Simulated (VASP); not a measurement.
Set up this calculation in VASP 6.6.1, as the native input.

```yaml
Task: single point
Functional: PBE
Potentials_or_basis: VASP PAW PBE potentials, release 64 (Si, Au)
Cutoff: 520 eV
k_mesh: 6 × 6 × 6
Occupations: gaussian, width 0.1 eV
Spin: no spin polarisation
Dipole_correction: no
Further_INCAR_settings: ALGO = Normal; EDIFF = 1e-06; NBANDS = 20
```

The structure of Si3Au lies in POSCAR:

```
Si3Au
1.0
    0.0000000000      3.2029509185      3.2029509185
    3.2029509185      0.0000000000      3.2029509185
    3.2029509185      3.2029509185      0.0000000000
Si Au
3 1
Direct
    0.5000000000      0.5000000000      0.5000000000
    0.2500000000      0.2500000000      0.2500000000
    0.7500000000      0.7500000000      0.7500000000
    0.0000000000      0.0000000000      0.0000000000
```

The input as run:

INCAR

```
PREC = Accurate
ENCUT = 520
EDIFF = 1E-6
ISMEAR = 0
SIGMA = 0.1
LREAL = False
LASPH = True
NELM = 100
ALGO = Normal
ISIF = 2
LWAVE = False
LCHARG = False
GGA = PE
NBANDS = 20
```

KPOINTS

```
regular mesh
0
Gamma
  6 6 6
```

Potentials or basis: VASP PAW PBE potentials, release 64 (Si, Au).

Launch:

```console
$ cat potpaw_PBE.64/Si/POTCAR potpaw_PBE.64/Au/POTCAR > POTCAR
$ mpirun -np 1 vasp_std > vasp.out
```

Results of the run:

| Property | Result |
| --- | --- |
| Pressure | -0.3 GPa |

Wall time 24 s on 1 thread of Intel(R) Xeon(R) Platinum 8375C CPU @ 2.90GHz (Ice Lake) (shared host), peak memory 0.2 GiB.
